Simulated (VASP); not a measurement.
# CrBr3Cl (Pm-3m) in VASP: single point with PBE

Aim: the single point of CrBr3Cl with PBE.

Program: VASP 6.6.1. These are calculated values, not measurements. Logs are shortened: lines on timing, memory, paths and dates and some standing lists are left out, and cuts for length are marked.

## (1) The cell of the first run

Symmetry: Pm-3m, No. 221, cubic system. Conventional cell: a = 5.186 Å, b = 5.186 Å, c = 5.186 Å, α = 90.00°, β = 90.00°, γ = 90.00°. Within 4.8 Å of Cr (site symmetry m-3m) lie 12 Br at 3.67 Å and 8 Cl at 4.49 Å. Within 3.4 Å of Br (site symmetry 4/mmm) lie 2 Cl at 2.59 Å. Within 3.4 Å of Cl (site symmetry m-3m) lie 6 Br at 2.59 Å.

The cell was generated, and may not be a known phase.

## (2) Single point, PBE, collinear spin, ferromagnetic start

INCAR

```
PREC = Accurate ; ENCUT = 520
EDIFF = 1E-6 ; ISMEAR = 0
SIGMA = 0.1 ; LREAL = False
LASPH = True ; NELM = 150
ALGO = Normal ; ISIF = 2
LWAVE = False ; LCHARG = True
ISPIN = 2 ; MAGMOM = 3 0 0 0 0
LORBIT = 11 ; LMAXMIX = 4
GGA = PE ; LELF = True
LVHAR = True ; NBANDS = 32
```

KPOINTS

```
regular mesh
0
Gamma
  4 4 4
```

POSCAR

```
CrBr3Cl
1.0
    5.1862560000      0.0000000000      0.0000000000
    0.0000000000      5.1862560000      0.0000000000
    0.0000000000      0.0000000000      5.1862560000
Cr Br Cl
1 3 1
Direct
    0.0000000000      0.0000000000      0.0000000000
    0.5000000000      0.5000000000      0.0000000000
    0.0000000000      0.5000000000      0.5000000000
    0.5000000000      0.0000000000      0.5000000000
    0.5000000000      0.5000000000      0.5000000000
```

Potentials or basis: VASP PAW PBE potentials, release 64 (Cr_pv, Br, Cl).

On the command line:

```console
$ cat potpaw_PBE.64/Cr_pv/POTCAR potpaw_PBE.64/Br/POTCAR potpaw_PBE.64/Cl/POTCAR > POTCAR
$ mpirun -np 1 vasp_std > vasp.out
```

OUTCAR:

```text
PREC = Accurate
   ENCUT = 520
   EDIFF = 1E-6
   ISMEAR = 0
   LREAL = False
   LASPH = True
   NELM = 150
   ISIF = 2
   ISPIN = 2
   LORBIT = 11
   GGA = PE

 ion  position               nearest neighbor table
   1  0.000  0.000  0.000-
   2  0.500  0.500  0.000-   5 2.59   5 2.59
   3  0.000  0.500  0.500-   5 2.59   5 2.59
   4  0.500  0.000  0.500-   5 2.59   5 2.59
   5  0.500  0.500  0.500-   2 2.59   3 2.59   4 2.59   2 2.59   4 2.59   3 2.59

  LATTYP: Found a simple cubic cell.
 ALAT       =     5.1862560000

  Lattice vectors:

 A1 = (   5.1862560000,   0.0000000000,   0.0000000000)
 A2 = (   0.0000000000,   5.1862560000,   0.0000000000)
 A3 = (   0.0000000000,   0.0000000000,   5.1862560000)

Analysis of symmetry for initial positions (statically):
=====================================================================
 Subroutine PRICEL returns:
 Original cell was already a primitive cell.

 Routine SETGRP: Setting up the symmetry group for a
 simple cubic supercell.

 Subroutine GETGRP returns: Found 48 space group operations
 (whereof 48 operations were pure point group operations)
 out of a pool of 48 trial point group operations.

The static configuration has the point symmetry O_h .

Analysis of symmetry for dynamics (positions and initial velocities):
=====================================================================
 Subroutine PRICEL returns:
 Original cell was already a primitive cell.

 Routine SETGRP: Setting up the symmetry group for a
 simple cubic supercell.

 Subroutine GETGRP returns: Found 48 space group operations
 (whereof 48 operations were pure point group operations)
 out of a pool of 48 trial point group operations.

The dynamic configuration has the point symmetry O_h .

Analysis of structural, dynamic, and magnetic symmetry:
=====================================================================
 Subroutine PRICEL returns:
 Original cell was already a primitive cell.

 Routine SETGRP: Setting up the symmetry group for a
 simple cubic supercell.

 Subroutine GETGRP returns: Found 48 space group operations
 (whereof 48 operations were pure point group operations)
 out of a pool of 48 trial point group operations.

The overall configuration has the point symmetry O_h .

 Subroutine INISYM returns: Found 48 space group operations
 (whereof 48 operations are pure point group operations),
 and found     1 'primitive' translations
[... 113 lines left out ...]
   AEXX    =    0.0000 exact exchange contribution
   IVDW    =     0    specifies the selected vdW correction
   LEPSILON=     F    determine dielectric tensor
   LRPA    =     F    only Hartree local field effects (RPA)
 spin polarized calculation
 Gauss-broadening in eV      SIGMA  =   0.10
  energy-cutoff  :      520.00
  volume of cell :      139.50
 maximum number of plane-waves:      3840
 NGX is ok and might be reduce to    40
   NGX = 19   NGY = 19   NGZ = 19

 number of electron      40.0000002 magnetization       3.4997862

 Free energy of the ion-electron system (eV)
  ---------------------------------------------------
  ext. energy  EPLUGINS =         0.00000000
  ---------------------------------------------------
  free energy    TOTEN  =       -12.88435878 eV

  energy without entropy =      -12.86812593  energy(sigma->0) =      -12.87624235

 E-fermi :   2.4304     XC(G=0):  -8.6048

 val. band max:        2.3557707212   @ k =   0.5000   0.0000   0.0000
 cond. band min:       2.4938001812   @ k =   0.5000   0.5000   0.5000
 fundamental gap:      0.1380294600
 Fermi energy:         2.4304461010

 spin component 1

 k-point     1 :       0.0000    0.0000    0.0000
  band No.  band energies     occupation
      1     -40.6705      1.00000
      2     -40.6705      1.00000
      3     -40.6705      1.00000
      4     -15.0444      1.00000
      5     -12.0114      1.00000
      6     -12.0114      1.00000
[... 339 lines left out ...]
     31      10.1624      0.00000
     32      10.1624      0.00000
 Fermi energy:         2.4304461010

 spin component 2

 k-point     1 :       0.0000    0.0000    0.0000
  band No.  band energies     occupation
      1     -36.3672      1.00000
      2     -36.3672      1.00000
      3     -36.3672      1.00000
      4     -15.5109      1.00000
      5     -12.2672      1.00000
      6     -12.2672      1.00000
[... 339 lines left out ...]
     31      10.4844      0.00000
     32      12.0036      0.00000

------------------------ aborting loop because EDIFF is reached ----------------------------------------

  FORCE on cell =-STRESS in cart. coord.  units (eV):
  Direction    XX          YY          ZZ          XY          YZ          ZX
  --------------------------------------------------------------------------------------
  -------------------------------------------------------------------------------------
  Total        3.3741119      3.3741119      3.3741119      0.0000000     -0.0000000      0.0000000
  in kB       38.7532572     38.7532572     38.7532572      0.0000000     -0.0000000      0.0000000
  external PRESSURE =      38.7532572 kB  Pullay stress =       0.0000000 kB

 VOLUME and BASIS-vectors are now :
 -----------------------------------------------------------------------------
  energy-cutoff  :      520.00
  volume of cell :      139.50
      direct lattice vectors                 reciprocal lattice vectors
     5.186256000  0.000000000  0.000000000     0.192817323  0.000000000  0.000000000
     0.000000000  5.186256000  0.000000000     0.000000000  0.192817323  0.000000000
     0.000000000  0.000000000  5.186256000     0.000000000  0.000000000  0.192817323

 POSITION                                       TOTAL-FORCE (eV/Angst)
 -----------------------------------------------------------------------------------
      0.00000      0.00000      0.00000         0.000000      0.000000      0.000000
      2.59313      2.59313      0.00000         0.000000      0.000000      0.000000
      0.00000      2.59313      2.59313         0.000000      0.000000      0.000000
      2.59313      0.00000      2.59313         0.000000      0.000000      0.000000
      2.59313      2.59313      2.59313         0.000000      0.000000      0.000000
 -----------------------------------------------------------------------------------
    total drift:                                0.000000      0.000000     -0.000000

  FREE ENERGIE OF THE ION-ELECTRON SYSTEM (eV)
  ---------------------------------------------------
  free  energy   TOTEN  =       -12.8843587770 eV

  energy  without entropy=      -12.8681259299  energy(sigma->0) =      -12.87624235

 total charge

# of ion       s       p       d       tot
------------------------------------------
    1        0.060   6.002   4.313  10.375
    2        1.638   3.130   0.027   4.794
    3        1.638   3.130   0.027   4.794
    4        1.638   3.130   0.027   4.794
    5        1.667   3.271   0.000   4.939
--------------------------------------------------
tot          6.641  18.662   4.392  29.695

 magnetization (x)

# of ion       s       p       d       tot
------------------------------------------
    1        0.031   0.009   4.276   4.316
    2       -0.010  -0.207  -0.002  -0.220
    3       -0.010  -0.207  -0.002  -0.220
    4       -0.010  -0.207  -0.002  -0.220
    5       -0.028  -0.410   0.000  -0.437
--------------------------------------------------
tot         -0.028  -1.023   4.270   3.219
```

OSZICAR:

```text
N       E                     dE             d eps       ncg     rms          rms(c)
DAV:   1     0.291100042895E+03    0.29110E+03   -0.18314E+04  1432   0.108E+03
DAV:   2     0.122388245886E+02   -0.27886E+03   -0.26186E+03  1624   0.249E+02
[... 12 lines left out ...]
DAV:  15    -0.128837961521E+02    0.47897E-03   -0.25787E-03  1432   0.212E-01    0.239E-01
DAV:  16    -0.128843201831E+02   -0.52403E-03   -0.44276E-04  1480   0.120E-01    0.886E-02
DAV:  17    -0.128843433939E+02   -0.23211E-04   -0.12389E-04  1616   0.362E-02    0.505E-02
DAV:  18    -0.128843554705E+02   -0.12077E-04   -0.68998E-06  1472   0.143E-02    0.218E-02
DAV:  19    -0.128843581838E+02   -0.27134E-05   -0.25792E-06  1104   0.683E-03    0.115E-02
DAV:  20    -0.128843587770E+02   -0.59313E-06   -0.25985E-06  1064   0.488E-03
   1 F= -.12884359E+02 E0= -.12876242E+02  d E =-.162328E-01  mag=     3.5005
```

Wall time 1.8 min (1 thread of Intel Xeon Platinum 8259CL at 2.50GHz (Skylake/Cascade Lake), shared host); peak memory 0.32 GiB.

What came out:

| Quantity | Value |
| --- | --- |
| Free energy | -12.8844 eV |
| Pressure | 3.9 GPa |
| Net moment | 3.50 μB per cell |
| Site moments | Cr +4.32; Br -0.22; Cl -0.44 μB |
| Valence electrons inside the program's atomic spheres | Cr 10.38; Br 4.79; Cl 4.94 |

Levels at points of the mesh, in eV from the Fermi level:
Spin up:
| k point | band 18 | band 19 | band 20 | band 21 | band 22 | band 23 | band 24 | band 25 | band 26 | band 27 |
| --- | --- | --- | --- | --- | --- | --- | --- | --- | --- | --- |
| (0.00, 0.00, 0.00) | -0.46 | -0.36 | -0.36 | -0.36 | -0.29 | 1.77 | 1.77 | 1.77 | 5.83 | 5.83 |
| (0.50, 0.00, 0.00) | -0.34 | -0.34 | -0.15 | -0.07 | -0.07 | 1.77 | 1.80 | 1.80 | 3.19 | 5.19 |
| (0.50, 0.50, 0.00) | -1.39 | -0.33 | -0.27 | -0.18 | -0.08 | -0.08 | 1.51 | 1.80 | 4.19 | 4.75 |
| (0.50, 0.50, 0.50) | -1.28 | -1.28 | -0.34 | -0.34 | -0.34 | -0.31 | -0.31 | 0.06 | 6.08 | 6.08 |
Spin down:
```tsv
k point	band 14	band 15	band 16	band 17	band 18	band 19	band 20	band 21	band 22	band 23
(0.00, 0.00, 0.00)	-2.29	-2.29	-2.29	1.13	1.24	1.24	1.24	3.05	3.05	3.22
(0.50, 0.00, 0.00)	-2.71	-2.59	-2.38	-2.38	1.24	1.24	3.09	3.34	3.55	3.67
(0.50, 0.50, 0.00)	-2.75	-2.70	-2.54	-2.54	-1.45	1.26	3.08	3.42	3.66	3.66
(0.50, 0.50, 0.50)	-2.73	-2.73	-2.63	-1.42	-1.42	-1.42	1.71	3.29	3.29	3.29
```

Caveat: the cell stands under pressure; a cell with one magnetic atom can't hold antiferromagnetic order, which such compounds often take; semilocal functionals often make such compounds metallic where correlation or magnetic order opens a gap, which also shifts bond lengths. With open d or f shells a metallic result of PBE can be an artefact of self-interaction; +U or a hybrid may open a gap.
